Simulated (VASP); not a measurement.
A run of VASP 6.6.1 is set up as follows.

The input INCAR:

```
ALGO = Normal ; EDIFF = 1E-6
ENCUT = 520 ; GGA = CA
ISIF = 2 ; ISMEAR = -1
LASPH = True ; LCHARG = True
LELF = True ; LREAL = Auto
LVHAR = True ; LWAVE = False
NBANDS = 86 ; NELM = 60
PREC = Accurate ; SIGMA = 0.36
```

File KPOINTS:

```
k-points
0
Gamma
  2 2 2
```

POSCAR

```
WC
1.0
   -2.9891740000     -5.1774000000      0.0000000000
    4.4837600000     -2.5887000000      0.0000000000
    0.0000000000      0.0000000000      5.8493330000
W C
8 8
Direct
    0.7901681378      0.4943730380     -0.0316788256
    0.7355744275      0.5193096762      0.4869615048
    0.5067647582     -0.0048378951      0.0676145468
    0.5253435229     -0.0100488876      0.5483531199
    0.2788165097      0.4673602204      0.0090779581
    0.2484344970      0.5005428344      0.4872008484
    0.0110003161     -0.0021451062      0.0559892897
    0.0250755731      0.0118104562      0.5312400576
    0.4373354429      0.6455902491      0.2725097032
    0.5140639807      0.6870186373      0.7876795525
    0.2912680240      0.1335376569      0.2934009741
    0.3212618731      0.1014790351      0.8067928429
    0.0279420748      0.6404499178      0.2822373081
    0.0154757388      0.5638258238      0.7141839933
    0.7672281864      0.1665518553      0.3314394992
    0.7699842565      0.1389050529      0.8550718518
```

Potentials or basis: VASP PAW LDA potentials, release 64 (W_sv, C).

Run with:

```bash
$ cat potpaw_LDA.64/W_sv/POTCAR potpaw_LDA.64/C/POTCAR > POTCAR
$ mpirun -np 1 vasp_std > vasp.out
```

Question: What does it give for the pressure?

Answer: -7.8 GPa.

Question: What does it give for the band gap on the k mesh?

Answer: Zero (bands 72 and 73 overlap by 0.56 eV).

Question: What does it give for the largest force?

Answer: 7.411 eV/Å.

Stress tensor (GPa, compression positive):
```
 -4.32   0.21  -1.48
  0.21 -11.56   5.41
 -1.48   5.41  -7.64
```

Caveat: the k points lie up to 0.61 Å⁻¹ apart, too coarse for converged energies and pressures of a metal; so wide a smearing shifts energies and pressures; spin-orbit coupling is left out, which moves the levels of the heavy elements; forces of over 1 eV/Å act on the atoms, so gaps and moduli don't describe the material at rest.
